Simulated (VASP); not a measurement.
A run of VASP 6.6.1:

The input INCAR:

```
SYSTEM = MoS2
  ALGO = Normal
  EDIFF = 1E-6
  ENCUT = 520
  GGA = PE
  ISIF = 2
  ISMEAR = 1
  IVDW = 13
  LASPH = .True.
  LCHARG = .False.
  LREAL = .False.
  LWAVE = .False.
  NBANDS = 35
  NELM = 100
  PREC = Accurate
  SIGMA = 0.15
```

Contents of KPOINTS:

```
k-points
0
Gamma
  8 8 2
  0 0 0
```

The input POSCAR:

```
MoS2
1.0
    3.2910027618      0.0000000000      0.0000000000
   -1.6455013809      2.8500925101      0.0000000000
    0.0000000000      0.0000000000     12.7984594622
Mo S
2 4
Direct
    0.3333333333      0.6666666667      0.2500000000
    0.6666666667      0.3333333333      0.7500000000
    0.3333333333      0.6666666667      0.6230000000
    0.6666666667      0.3333333333      0.1230000000
    0.3333333333      0.6666666667      0.8770000000
    0.6666666667      0.3333333333      0.3770000000
```

Potentials or basis: VASP PAW PBE potentials, release 64 (Mo_sv, S).

Run with:

```bash
$ cat potpaw_PBE.64/Mo_sv/POTCAR potpaw_PBE.64/S/POTCAR > POTCAR
$ mpirun -np 1 vasp_std > vasp.out
```

Hardware: 1 thread of Intel Xeon 6975P-C, with other jobs on the host.

Task: Estimate the wall time of this run.

Result: Run time: 70 s on 1 thread of Intel Xeon 6975P-C, with other jobs on the host, peak memory 0.25 GiB. Counts: scf iterations 15, k points 20.
